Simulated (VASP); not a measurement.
Write the native input for VASP 6.6.1 that does the following.

* Task: single point
* Functional: PBE
* Potentials or basis: VASP PAW PBE potentials, release 64 (Zn, S)
* Cutoff: 520 eV
* k mesh: 8 × 8 × 2
* Occupations: gaussian, width 0.05 eV
* Spin: no spin polarisation
* Dipole correction: no
* Further INCAR settings: ALGO = Normal; EDIFF = 1e-07; NBANDS = 46

The structure of ZnS lies in POSCAR:

```
ZnS
1.0
   -3.8467234434      0.0000000000      0.0000000000
   -1.9233617217     -3.3313602233      0.0000000000
    0.0000000000      0.0000000000     12.5902250239
Zn S
4 4
Direct
    0.0000000000      0.0000000000      0.0000503469
    0.0000000000      0.0000000000      0.5000503469
    0.3333333333      0.3333333333      0.2500245137
    0.6666666667      0.6666666667      0.7500245137
    0.0000000000      0.0000000000      0.1872896978
    0.0000000000      1.0000000000      0.6872896978
    0.3333333333      0.3333333333      0.4376354415
    0.6666666667      0.6666666667      0.9376354415
```

One way to write it, as run:

INCAR

```
SYSTEM = ZnS
  ALGO = Normal
  EDIFF = 1E-7
  ENCUT = 520
  GGA = PE
  ISIF = 2
  ISMEAR = 0
  LASPH = .TRUE.
  LCHARG = .TRUE.
  LELF = .TRUE.
  LREAL = .FALSE.
  LVHAR = .TRUE.
  LWAVE = .FALSE.
  NBANDS = 46
  NELM = 80
  PREC = Accurate
  SIGMA = 0.05
```

KPOINTS

```
k-points
0
G
  8 8 2
  0 0 0
```

Potentials or basis: VASP PAW PBE potentials, release 64 (Zn, S).

Launch:

```sh
$ cat potpaw_PBE.64/Zn/POTCAR potpaw_PBE.64/S/POTCAR > POTCAR
$ mpirun -np 1 vasp_std > vasp.out
```

It gave:

```yaml
Pressure: 0.2 GPa
Largest_force: 0.004 eV/Å
Band_gap_on_the_k_mesh: 2.05 eV
```

Wall time 3 min on 1 thread of Intel(R) Xeon(R) Platinum 8259CL CPU @ 2.50GHz (Skylake/Cascade Lake), on a shared host, peak memory 0.33 GiB.
